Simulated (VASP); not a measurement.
OsPd: single point with r2SCAN

The system is OsPd.

```
Os Pd
1.0
     3.78978    0.00000    0.00000
     0.00000    3.78978    0.00000
     0.00000    0.00000    3.26532
Os Pd
2 2
Direct
  0.00000 0.00000 0.00000
  0.50000 0.50000 0.00000
  0.00000 0.50000 0.50000
  0.50000 0.00000 0.50000
```

| Item | Value |
| --- | --- |
| Program | VASP 6.6.1 |
| Task | single point |
| Functional | r2SCAN |
| Potentials or basis | VASP PAW PBE potentials, release 64 (Os, Pd) |
| Cutoff | 520 eV |
| k mesh | 5 × 5 × 6 |
| Occupations | fermi-dirac, width 0.0184 eV |
| Spin | collinear spin, antiferromagnetic start |
| Starting moments | [-2.0, 2.0, 4.0, -4.0] μB |
| Dipole correction | no |
| Further INCAR settings | ALGO = Normal; EDIFF = 1e-06; NBANDS = 30 |

```
Pressure               : 105.5 GPa
Band gap on the k mesh : zero (filled and empty bands overlap)
Net moment             : 0.00 μB per cell
```

Stress tensor (GPa, compression positive):
```
 93.18   0.00   0.00
  0.00  93.18   0.00
  0.00   0.00 130.12
```

Levels at points of the mesh, in eV from the Fermi level:
Spin up:
```
           k point  band 16  band 17  band 18  band 19  band 20  band 21
(0.00, 0.00, 0.00)     1.96     1.96     2.14     2.40     2.40     2.62
(0.00, 0.00, 0.50)    -1.30    -1.23    -1.23    -0.34     0.59     1.07
```
Spin down:
| k point | band 14 | band 15 | band 16 | band 17 | band 18 | band 19 | band 20 | band 21 | band 22 | band 23 |
| --- | --- | --- | --- | --- | --- | --- | --- | --- | --- | --- |
| (0.00, 0.00, 0.00) | -0.34 | 1.62 | 1.96 | 1.96 | 2.14 | 2.40 | 2.40 | 2.62 | 2.62 | 3.50 |
| (0.00, 0.00, 0.50) | -2.71 | -2.31 | -1.30 | -1.23 | -1.23 | -0.34 | 0.59 | 1.07 | 3.54 | 10.54 |

It took 7.1 min on 1 thread of AMD EPYC 7571, with other jobs on the host, peak memory 0.19 GiB.

Caveat: the PAW data sets were made with another functional, which shifts forces and pressure a little; spin-orbit coupling is left out, which moves the levels of the heavy elements.
